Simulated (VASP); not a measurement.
Write the native input for VASP 6.6.1 that does the following.

| Quantity | Value |
| --- | --- |
| Task | single point |
| Functional | PBEsol |
| Potentials or basis | VASP PAW PBE potentials, release 64 (N) |
| Cutoff | 520 eV |
| k mesh | 4 × 4 × 4 |
| Occupations | gaussian, width 0.05 eV |
| Spin | collinear spin, ferromagnetic start |
| Starting moments | [3.24, 3.24, 3.24, 3.24] μB |
| Dipole correction | no |
| Further INCAR settings | ALGO = Normal; EDIFF = 1e-06; NBANDS = 22 |

The structure of N lies in POSCAR:

```
N
1.0
    5.9292745733      0.7129039810      0.7129039810
    0.7129039810      5.9292745733      0.7129039810
    0.7129039810      0.7129039810      5.9292745733
N
4
Direct
    0.0000638858      0.0000638858      0.0000638858
    0.4999361142      0.9999361142      0.5000638858
    0.5000638858      0.4999361142      0.9999361142
    0.9999361142      0.5000638858      0.4999361142
```

This cell differs from its parent crystal: ratio of the length along [111] to the lengths across it x 1.41, volume and fractional coordinates fixed.

These files were run (other wordings do the same):

INCAR

```
SYSTEM = N
  ALGO = Normal
  EDIFF = 1E-6
  ENCUT = 520
  GGA = PS
  ISIF = 2
  ISMEAR = 0
  ISPIN = 2
  LASPH = .True.
  LCHARG = .False.
  LORBIT = 11
  LREAL = .False.
  LWAVE = .False.
  MAGMOM = 3.24 3.24 3.24 3.24
  NBANDS = 22
  NELM = 150
  PREC = Accurate
  SIGMA = 0.05
```

KPOINTS

```
k-points
0
Gamma
  4 4 4
  0 0 0
```

Potentials or basis: VASP PAW PBE potentials, release 64 (N).

Run with:

```bash
$ cat potpaw_PBE.64/N/POTCAR > POTCAR
$ mpirun -np 1 vasp_std > vasp.out
```

Results of the run:

```json
{
  "Pressure": "0.1 GPa",
  "Band gap on the k mesh": "3.03 eV",
  "Net moment": "12.00 μB per cell",
  "Site moments": "N +1.94 μB",
  "Valence electrons inside the program's atomic spheres": "N 3.27"
}
```

Caveat: the PAW data sets were made with another functional, which shifts forces and pressure a little.

Run time: 47 s on 1 thread of Intel(R) Xeon(R) 6975P-C (Granite Rapids), on a shared host, peak memory 0.41 GiB.
